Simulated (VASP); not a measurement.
Wanted: the native input for a VASP 6.6.1 run.

| Item | Value |
| --- | --- |
| Task | single point |
| Functional | PBEsol |
| Potentials or basis | VASP PAW PBE potentials, release 64 (Pd) |
| Cutoff | 520 eV |
| k mesh | 12 × 12 × 12 |
| Occupations | fermi-dirac, width 0.05 eV |
| Spin | no spin polarisation |
| Dipole correction | no |
| Further INCAR settings | ALGO = Normal; EDIFF = 1e-07; NBANDS = 17 |

The structure of Pd lies in POSCAR:

```
Pd
1.0
    0.0000000000      2.8427025779      2.8427025779
    2.8427025779      0.0000000000      2.8427025779
    2.8427025779      2.8427025779      0.0000000000
Pd
2
Direct
   -0.1250000000     -0.1250000000     -0.1250000000
    0.1250000000      0.1250000000      0.1250000000
```

The input as run:

INCAR

```
  PREC = Accurate
  ENCUT = 520
  EDIFF = 1E-7
  ISMEAR = -1
  SIGMA = 0.05
  LREAL = F
  LASPH = T
  NELM = 100
  ALGO = Normal
  ISIF = 2
  LWAVE = F
  LCHARG = T
  GGA = PS
  LELF = T
  LVHAR = T
  NBANDS = 17
```

KPOINTS

```
Automatic mesh
0
Gamma
  12 12 12
```

Potentials or basis: VASP PAW PBE potentials, release 64 (Pd).

The run is started by

```console
$ cat potpaw_PBE.64/Pd/POTCAR > POTCAR
$ mpirun -np 1 vasp_std > vasp.out
```

It gave:

```json
{
  "Pressure": "-0.4 GPa",
  "Band gap on the k mesh": "zero (band 10 reaches 4.49 eV, above the bottom of band 11 at 4.08 eV)"
}
```

Caveat: the PAW data sets were made with another functional, which shifts forces and pressure a little.

It took 48 s on 1 thread of Intel(R) Xeon(R) Platinum 8259CL CPU @ 2.50GHz (Skylake/Cascade Lake), on a shared host, peak memory 0.19 GiB.
